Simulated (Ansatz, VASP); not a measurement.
One calculation of Ti2W3, two programs

```
Ti W
1.0
     2.71220    0.00000    0.00000
    -1.35610    2.34883    0.00000
     0.00000    0.00000   25.27767
Ti W
4 6
Direct
  0.33333 0.66667 0.15000
  0.33333 0.66667 0.35000
  0.66667 0.33333 0.85000
  0.66667 0.33333 0.65000
  0.33333 0.66667 0.75000
  0.33333 0.66667 0.95000
  0.33333 0.66667 0.55000
  0.66667 0.33333 0.05000
  0.66667 0.33333 0.25000
  0.66667 0.33333 0.45000
```

Alike in both runs: task single point; functional PBE; k mesh 6 × 6 × 1; occupations gaussian, width 0.1 eV; no spin polarisation.

|  | VASP | Ansatz |
| --- | --- | --- |
| version | VASP 6.6.1 | Ansatz 0.2.0 |
| potentials or method | VASP PAW PBE potentials, release 64 (Ti_sv, W_sv), cutoff 520 eV | scalar-relativistic, plane waves, PAW |
| valence electrons in the cell | 132 | 132 |

VASP gave:

- gap on the k mesh at the Fermi level (eV): none
- pressure (GPa): 8.5
- traceless stress, the component that is largest in VASP (GPa): -12.17
- rms of the force components (eV/Å): 0.120

Q: Estimate Ansatz's values.

A: gap on the k mesh at the Fermi level (eV): none; pressure (GPa): 8.4; traceless stress, the component that is largest in VASP (GPa): -11.84; rms of the force components (eV/Å): 0.125.

Atom by atom the forces differ by 0.005 eV/Å (rms over components). A gap of «none» marks a metal or a gap that the smearing closes. The functional is the same, so the differences come from potentials, cutoffs and numerics.

The k mesh is coarse, so the values compare programs but aren't converged. Neither program's run includes spin-orbit coupling.
